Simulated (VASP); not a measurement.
# Ti (I4/mmm) in VASP: a series of runs

Ti is run at these levels: PBEsol; tasks: single point.

All numbers are computed with VASP 6.6.1; they aren't measurements. Logs are shortened: lines on timing, memory, paths and dates and some standing lists are left out, and cuts for length are marked.

## (1) The cell of the first run

Symmetry: I4/mmm, No. 139, tetragonal system. Conventional cell: a = 3.014 Å, b = 3.014 Å, c = 3.857 Å, α = 90.00°, β = 90.00°, γ = 90.00°. Within 3.8 Å of Ti (site symmetry 4/mmm) lie 12 Ti at 2.87 to 3.01 Å.

## (2) Single point, PBEsol (strain +0.050 along x and y, -0.050 along z)

INCAR reads:

```
ALGO     = Normal         # electronic algorithm
EDIFF    = 1E-6           # SCF threshold, eV
ENCUT    = 520            # plane-wave cutoff, eV
GGA      = PS             # functional
ISIF     = 2              # what is computed and relaxed
ISMEAR   = 0              # smearing method
LASPH    = T              # aspherical terms in the spheres
LCHARG   = T              # write CHGCAR
LELF     = T              # ELF
LREAL    = F              # projectors in reciprocal space
LVHAR    = T            
LWAVE    = F              # write WAVECAR
NBANDS   = 12             # bands
NELM     = 100            # most SCF steps
PREC     = Accurate       # precision mode
SIGMA    = 0.15           # smearing width, eV
```

KPOINTS reads:

```
k-points
0
Gamma
  20 20 20
```

POSCAR reads:

```
Ti
1.0
    0.0000000000      2.1315000000      1.9285000000
    2.1315000000      0.0000000000      1.9285000000
    2.1315000000      2.1315000000      0.0000000000
Ti
1
Direct
    0.0000000000      0.0000000000      0.0000000000
```

Potentials or basis: VASP PAW PBE potentials, release 64 (Ti_sv).

Launch:

```
$ cat potpaw_PBE.64/Ti_sv/POTCAR > POTCAR
$ mpirun -np 1 vasp_std > vasp.out
```

OUTCAR:

```text
EDIFF = 1E-6
   ENCUT = 520
   GGA = PS
   ISIF = 2
   ISMEAR = 0
   LASPH = T
   LREAL = F
   NELM = 100
   PREC = Accurate

 ion  position               nearest neighbor table
   1  0.000  0.000  0.000-

  LATTYP: Found a body centered tetragonal cell.
 ALAT       =     3.0143962082
 C/A-ratio  =     1.2795265564

  Lattice vectors:

 A1 = (   0.0000000000,  -2.1315000000,  -1.9285000000)
 A2 = (   0.0000000000,   2.1315000000,  -1.9285000000)
 A3 = (   2.1315000000,   0.0000000000,   1.9285000000)

Analysis of symmetry for initial positions (statically):
=====================================================================
 Subroutine PRICEL returns:
 Original cell was already a primitive cell.

 Routine SETGRP: Setting up the symmetry group for a
 body centered tetragonal supercell.

 Subroutine GETGRP returns: Found 16 space group operations
 (whereof 16 operations were pure point group operations)
 out of a pool of 16 trial point group operations.

The static configuration has the point symmetry D_4h.

Analysis of symmetry for dynamics (positions and initial velocities):
=====================================================================
 Subroutine PRICEL returns:
 Original cell was already a primitive cell.

 Routine SETGRP: Setting up the symmetry group for a
 body centered tetragonal supercell.

 Subroutine GETGRP returns: Found 16 space group operations
 (whereof 16 operations were pure point group operations)
 out of a pool of 16 trial point group operations.

The dynamic configuration has the point symmetry D_4h.

 Subroutine INISYM returns: Found 16 space group operations
 (whereof 16 operations are pure point group operations),
 and found     1 'primitive' translations

----------------------------------------------------------------------------------------

                                     Primitive cell

  volume of cell :      17.5235

  direct lattice vectors                    reciprocal lattice vectors
     0.000000000  2.131500000  1.928500000    -0.234576589  0.234576589  0.259268862
     2.131500000  0.000000000  1.928500000     0.234576589 -0.234576589  0.259268862
     2.131500000  2.131500000  0.000000000     0.234576589  0.234576589 -0.259268862

  length of vectors
     2.874439858  2.874439858  3.014396208     0.421037641  0.421037641  0.421037641

  position of ions in fractional coordinates (direct lattice)
     0.000000000  0.000000000  0.000000000

  ion indices of the primitive-cell ions
   primitive index   ion index
                 1           1

----------------------------------------------------------------------------------------

 KPOINTS: k-points

Automatic generation of k-mesh.
 Grid dimensions read from file:
 generate k-points for:   20   20   20

 Generating k-lattice:

  Cartesian coordinates                     Fractional coordinates (reciprocal lattice)
    -0.011728829  0.011728829  0.012963443     0.050000000  0.000000000  0.000000000
     0.011728829 -0.011728829  0.012963443     0.000000000  0.050000000  0.000000000
     0.011728829  0.011728829 -0.012963443     0.000000000  0.000000000  0.050000000

  Length of vectors
     0.021051882  0.021051882  0.021051882

  Shift w.r.t. Gamma in fractional coordinates (k-lattice)
     0.000000000  0.000000000  0.000000000

 Subroutine IBZKPT returns following result:
 ===========================================

 Found    641 irreducible k-points:

 Following reciprocal coordinates:
            Coordinates               Weight
  0.000000  0.000000  0.000000      1.000000
  0.050000 -0.000000  0.000000      8.000000
  0.100000  0.000000  0.000000      8.000000
  0.150000  0.000000  0.000000      8.000000
  0.200000  0.000000  0.000000      8.000000
  0.250000  0.000000  0.000000      8.000000
[... 16 lines left out ...]
 -0.400000  0.050000  0.000000      8.000000
 -0.350000  0.050000  0.000000      8.000000
 [... further k-points ...]
   k-points           NKPTS =    641   k-points in BZ     NKDIM =    641   number of bands    NBANDS=     12
   number of dos      NEDOS =    301   number of ions     NIONS =      1
   total plane-waves  NPLWV =  13824
   dimension x,y,z NGX =    24 NGY =   24 NGZ =   24
   dimension x,y,z NGXF=    48 NGYF=   48 NGZF=   48
   ions per type =               1
   NGX,Y,Z   is equivalent  to a cutoff of  13.88, 13.88, 13.24 a.u.
   NGXF,Y,Z  is equivalent  to a cutoff of  27.76, 27.76, 26.47 a.u.
 SYSTEM =  unknown system
   PREC   = accura    normal or accurate (medium, high low for compatibility)
   ISTART =      0    job   : 0-new  1-cont  2-samecut
   ICHARG =      2    charge: 1-file 2-atom 10-const
   ISPIN  =      1    spin polarized calculation?
   LNONCOLLINEAR =      F non collinear calculations
   LSORBIT =      F    spin-orbit coupling
   LASPH  =      T    aspherical Exc in radial PAW
   ENCUT  =  520.0 eV  38.22 Ry    6.18 a.u.   5.34  5.34  5.60*2*pi/ulx,y,z
   NELM   =    100;   NELMIN=  2; NELMDL= -5     # of ELM steps
   EDIFF  = 0.1E-05   stopping-criterion for ELM
   LREAL  =      F    real-space projection
   EDIFFG = 0.1E-04   stopping-criterion for IOM
   NSW    =      0    number of steps for IOM
   IBRION =     -1    ionic relax: 0-MD 1-quasi-New 2-CG
   NFREE  =      0    steps in history (QN), initial steepest desc. (CG)
   ISIF   =      2    stress and relaxation
   ISYM   =      2    0-nonsym 1-usesym 2-fastsym
   POTIM  = 0.5000    time-step for ionic-motion
   TEBEG  =    0.0;   TEEND  =   0.0 temperature during run
   PSTRESS=    0.0 pullay stress
   NELECT =      12.0000    total number of electrons
   NUPDOWN=      -1.0000    fix difference up-down
   EMIN   =  10.00;   EMAX   =-10.00  energy-range for DOS
   EFERMI =   0.00;   METHOD = LEGACY
   ISMEAR =     0;   SIGMA  =   0.15  broadening in eV -4-tet -1-fermi 0-gaus
   EFERMI_NEDOS =   21; number of points for ismear=-14 and -15
   IALGO  =     38    algorithm
   IMIX   =      4    mixing-type and parameters
     AMIX     =   0.40;   BMIX     =  1.00
     AMIX_MAG =   1.60;   BMIX_MAG =  1.00
  volume/ion in A,a.u.               =      17.52       118.25
  Fermi-wavevector in a.u.,A,eV,Ry     =   1.442985  2.726846 28.330128  2.082206
  Thomas-Fermi vector in A             =   2.561444
   LORBIT       =      0    0 simple, 1 ext, 2 COOP (PROOUT), +10 PAW based schemes
   GGA     = PS    functional components
   LHFCALC =     F    Hartree Fock is set to
   AEXX    =    0.0000 exact exchange contribution
   IVDW    =     0    specifies the selected vdW correction
   LEPSILON=     F    determine dielectric tensor
   LRPA    =     F    only Hartree local field effects (RPA)
 non-spin polarized calculation
 Gauss-broadening in eV      SIGMA  =   0.15
  energy-cutoff  :      520.00
  volume of cell :       17.52
 maximum number of plane-waves:       491
 NGX is ok and might be reduce to    24
   NGX = 11   NGY = 11   NGZ = 11

 number of electron      12.0000001 magnetization

 Free energy of the ion-electron system (eV)
  ---------------------------------------------------
  ext. energy  EPLUGINS =         0.00000000
  ---------------------------------------------------
  free energy    TOTEN  =        -8.26655071 eV

  energy without entropy =       -8.24398580  energy(sigma->0) =       -8.25526825

 E-fermi :   7.9760     XC(G=0): -11.5934

 val. band max:        7.9739097791   @ k =   0.3000   0.0000   0.0500
 cond. band min:       7.9776866874   @ k =  -0.3000   0.0500   0.0000
 fundamental gap:      0.0037769083
 Fermi energy:         7.9759784923

 k-point     1 :       0.0000    0.0000    0.0000
  band No.  band energies     occupation
      1     -48.4951      2.00000
      2     -24.4612      2.00000
      3     -24.4612      2.00000
      4     -24.4489      2.00000
      5       1.9266      2.00000
      6       8.6756      0.00000
      7       8.6756      0.00000
      8       9.3896      0.00000
      9      10.0053      0.00000
     10      10.8148      0.00000
     11      23.3812      0.00000
     12      26.8541      0.00000

 k-point     2 :       0.0500   -0.0000    0.0000
  band No.  band energies     occupation
      1     -48.4921      2.00000
      2     -24.4748      2.00000
      3     -24.4643      2.00000
      4     -24.4531      2.00000
      5       2.0076      2.00000
      6       8.6604      0.00000
      7       8.7033      0.00000
      8       9.3825      0.00000
      9       9.9955      0.00000
     10      10.7896      0.00000
     11      23.4399      0.00000
     12      26.4911      0.00000

 k-point     3 :       0.1000    0.0000    0.0000
  band No.  band energies     occupation
      1     -48.4836      2.00000
      2     -24.5222      2.00000
      3     -24.4736      2.00000
      4     -24.4573      2.00000
      5       2.2461      2.00000
      6       8.5960      0.00000
      7       8.7715      0.00000
      8       9.3838      0.00000
      9       9.9828      0.00000
     10      10.7238      0.00000
     11      23.5438      0.00000
     12      25.5156      0.00000
[... 286 lines left out ...]
 k-point    23 :      -0.4000    0.0500    0.0000
  band No.  band energies     occupation
      1     -48.3811      2.00000
      2     -25.0653      2.00000
      3     -24.5796      2.00000
      4     -24.5096      2.00000
      5       5.3098      2.00000
      6       8.2174      0.02282
      7       8.4417      0.00001
      8       9.2509      0.00000
      9      11.3994      0.00000
     10      11.4055      0.00000
     11      16.9606      0.00000
     12      22.6254      0.00000

 k-point    24 :      -0.3500    0.0500    0.0000
  band No.  band energies     occupation
      1     -48.3936      2.00000
      2     -24.9997      2.00000
      3     -24.5647      2.00000
      4     -24.5079      2.00000
      5       4.9917      2.00000
      6       8.0378      0.56007
      7       8.5362      0.00000
      8       9.2756      0.00000
      9      11.0647      0.00000
     10      11.2569      0.00000
     11      18.0041      0.00000
     12      22.9877      0.00000

 [... further k-points ...]

------------------------ aborting loop because EDIFF is reached ----------------------------------------

  FORCE on cell =-STRESS in cart. coord.  units (eV):
  Direction    XX          YY          ZZ          XY          YZ          ZX
  --------------------------------------------------------------------------------------
  -------------------------------------------------------------------------------------
  Total       -0.6929302     -0.6929302     -0.3851409      0.0000000     -0.0000000     -0.0000000
  in kB      -63.3548323    -63.3548323    -35.2135624      0.0000000     -0.0000000     -0.0000000
  external PRESSURE =     -53.9744090 kB  Pullay stress =       0.0000000 kB

 VOLUME and BASIS-vectors are now :
 -----------------------------------------------------------------------------
  energy-cutoff  :      520.00
  volume of cell :       17.52
      direct lattice vectors                 reciprocal lattice vectors
     0.000000000  2.131500000  1.928500000    -0.234576589  0.234576589  0.259268862
     2.131500000  0.000000000  1.928500000     0.234576589 -0.234576589  0.259268862
     2.131500000  2.131500000  0.000000000     0.234576589  0.234576589 -0.259268862

 POSITION                                       TOTAL-FORCE (eV/Angst)
 -----------------------------------------------------------------------------------
      0.00000      0.00000      0.00000         0.000000      0.000000     -0.000000
 -----------------------------------------------------------------------------------
    total drift:                               -0.000000     -0.000000      0.000000

  FREE ENERGIE OF THE ION-ELECTRON SYSTEM (eV)
  ---------------------------------------------------
  free  energy   TOTEN  =        -8.2665507094 eV

  energy  without entropy=       -8.2439857995  energy(sigma->0) =       -8.25526825
```

It took 2.6 min on 1 thread of AMD EPYC 7R43 (Zen 3), shared host; peak memory 0.21 GiB.

What came out:

| Property | Result |
| --- | --- |
| Free energy | -8.2666 eV |
| Pressure | -5.4 GPa |
| Band gap on the k mesh | zero (band 6 reaches 8.85 eV, above the bottom of band 7 at 7.46 eV) |

Caveat: the cell differs from its parent crystal (strain +0.050 along x and y, -0.050 along z); the PAW data sets were made with another functional, which shifts forces and pressure a little.

## (3) Single point, PBEsol (strain +0.050 along x and y, -0.025 along z)

INCAR reads:

```
SYSTEM = Ti
PREC = Accurate ; ENCUT = 520
EDIFF = 1E-6 ; ISMEAR = 0
SIGMA = 0.15 ; LREAL = .False.
LASPH = .True. ; NELM = 60
ALGO = Fast ; ISIF = 2
LWAVE = .False. ; LCHARG = .True.
GGA = PS ; LELF = .True.
LVHAR = .True. ; NBANDS = 12
```

KPOINTS reads:

```
regular mesh
0
Gamma
  20 20 20
  0 0 0
```

POSCAR reads:

```
Ti
1.0
    0.0000000000      2.1315000000      1.9792500000
    2.1315000000      0.0000000000      1.9792500000
    2.1315000000      2.1315000000      0.0000000000
Ti
1
Direct
    0.0000000000      0.0000000000      0.0000000000
```

Potentials or basis: VASP PAW PBE potentials, release 64 (Ti_sv).

Launch:

```
$ cat potpaw_PBE.64/Ti_sv/POTCAR > POTCAR
$ mpirun -np 1 vasp_std > vasp.out
```

It took 4 min on 1 thread of AMD EPYC 7R43 (Zen 3), shared host; peak memory 0.22 GiB.

Results (log left out):

* Free energy: -8.2527 eV
* Pressure: -7.7 GPa
* Band gap on the k mesh: zero (band 6 reaches 8.60 eV, above the bottom of band 7 at 7.26 eV)

Stress tensor (GPa, compression positive):
```
-8.49  0.00  0.00
 0.00 -8.49  0.00
 0.00  0.00 -6.22
```

Levels at points of the mesh, in eV from the Fermi level:
| k point | band 3 | band 4 | band 5 | band 6 | band 7 | band 8 | band 9 | band 10 |
| --- | --- | --- | --- | --- | --- | --- | --- | --- |
| (0.00, 0.00, 0.00) | -32.52 | -32.51 | -6.00 | 0.71 | 0.71 | 1.24 | 2.08 | 2.68 |
| (0.50, 0.00, 0.00) | -32.63 | -32.56 | -2.50 | 0.44 | 0.59 | 1.09 | 3.30 | 3.58 |
| (0.50, 0.50, 0.00) | -32.78 | -32.78 | -2.41 | -1.71 | 3.42 | 3.64 | 3.73 | 3.73 |
| (0.50, 0.00, 0.50) | -32.74 | -32.67 | -2.47 | -1.52 | 2.28 | 3.40 | 3.50 | 3.88 |

Caveat: the cell differs from its parent crystal (strain +0.050 along x and y, -0.025 along z); the PAW data sets were made with another functional, which shifts forces and pressure a little.

## (4) Single point, PBEsol (strain +0.050 along x and y, +0.000 along z)

INCAR reads:

```
PREC     = Accurate       # precision mode
ENCUT    = 520            # plane-wave cutoff, eV
EDIFF    = 1E-6           # SCF threshold, eV
ISMEAR   = 0              # smearing method
SIGMA    = 0.15           # smearing width, eV
LREAL    = False          # projectors in reciprocal space
LASPH    = True           # aspherical terms in the spheres
NELM     = 100            # most SCF steps
ALGO     = Fast           # electronic algorithm
ISIF     = 2              # what is computed and relaxed
LWAVE    = False          # write WAVECAR
LCHARG   = False          # write CHGCAR
GGA      = PS             # functional
NBANDS   = 12             # bands
```

KPOINTS reads:

```
Automatic mesh
0
Gamma
  20 20 20
```

POSCAR reads:

```
Ti
1.0
    0.0000000000      2.1315000000      2.0300000000
    2.1315000000      0.0000000000      2.0300000000
    2.1315000000      2.1315000000      0.0000000000
Ti
1
Direct
    0.0000000000      0.0000000000      0.0000000000
```

Launch:

```
$ cat potpaw_PBE.64/Ti_sv/POTCAR > POTCAR
$ mpirun -np 1 vasp_std > vasp.out
```

Run time: 3.5 min. Hardware: 1 thread of Intel Xeon Platinum 8375C at 2.90GHz (Ice Lake), shared host; peak memory 0.25 GiB.

It converged, with:

- Free energy: -8.2313 eV
- Pressure: -10.1 GPa
- Band gap on the k mesh: zero (band 6 reaches 8.25 eV, above the bottom of band 7 at 7.04 eV)

Stress tensor (GPa, compression positive):
```
-10.61   0.00   0.00
  0.00 -10.61   0.00
  0.00   0.00  -9.07
```

Levels at points of the mesh, in eV from the Fermi level:
```tsv
k point	band 3	band 4	band 5	band 6	band 7	band 8	band 9	band 10
(0.00, 0.00, 0.00)	-32.60	-32.59	-5.94	0.74	0.74	1.08	2.12	2.51
(0.50, 0.00, 0.00)	-32.69	-32.65	-2.45	0.53	0.54	0.94	3.24	3.41
(0.50, 0.50, 0.00)	-32.83	-32.83	-2.34	-1.62	3.18	3.30	3.60	3.60
(0.50, 0.00, 0.50)	-32.80	-32.76	-2.39	-1.50	2.32	3.30	3.45	3.70
```

Caveat: the cell differs from its parent crystal (strain +0.050 along x and y, +0.000 along z); the PAW data sets were made with another functional, which shifts forces and pressure a little.

## (5) The runs side by side

| cell | gap on the mesh (eV) | pressure (GPa) |
| --- | --- | --- |
| a = 2.874, b = 2.874, c = 3.014 Å, angles 58.4, 58.4, 63.2°, 1 atom | none | -5.4 |
| a = 2.909, b = 2.909, c = 3.014 Å, angles 58.8, 58.8, 62.4°, 1 atom | none | -7.7 |
| a = 2.943, b = 2.943, c = 3.014 Å, angles 59.2, 59.2, 61.6°, 1 atom | none | -10.1 |

Alike in all rows: task single point; level PBEsol; potentials or basis VASP PAW PBE potentials, release 64 (Ti_sv); no spin polarisation; k mesh 20 × 20 × 20; cutoff (eV) 520; smearing gaussian 0.15 eV.

Caveats: the PAW data sets were made with another functional, which shifts forces and pressure a little.

Absolute energies hang on the potentials; compare differences alone.
